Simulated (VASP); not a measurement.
Runs of VASP 6.6.1 on Nb. The structure is that of space group Fddd (No. 70), or close to it. The cells are those of the table. 

| cell | k mesh | gap on the mesh (eV) | pressure (GPa) |
| --- | --- | --- | --- |
| a = 2.990, b = 2.990, c = 5.032 Å, angles 97.0, 97.0, 126.3°, 2 atoms | 15 × 15 × 8 | none | -0.1 |
| a = 2.990, b = 2.990, c = 5.032 Å, angles 97.0, 97.0, 126.3°, 2 atoms | 13 × 13 × 9 | none | -0.1 |
| a = 3.068, b = 3.068, c = 5.162 Å, angles 97.0, 97.0, 126.3°, 2 atoms | 15 × 15 × 8 | none | -12.5 |
| a = 3.105, b = 3.105, c = 5.225 Å, angles 97.0, 97.0, 126.3°, 2 atoms | 15 × 15 × 8 | none | -17.1 |
| a = 3.029, b = 3.029, c = 5.098 Å, angles 97.0, 97.0, 126.3°, 2 atoms | 15 × 15 × 8 | none | (a) |

Alike in all rows: task single point; level LDA; potentials or basis VASP PAW LDA potentials, release 64 (Nb_sv); no spin polarisation; cutoff (eV) 520; smearing fermi-dirac 0.1 eV.

**Question.** Estimate the missing entries.

**Answer.** (a) -6.9.

Caveats: the cell stands under tension (at least some runs).

A k mesh can miss the band edges, and the runs leave out spin-orbit coupling on Nb.

A gap of «none» marks levels without a gap at the run's occupations.
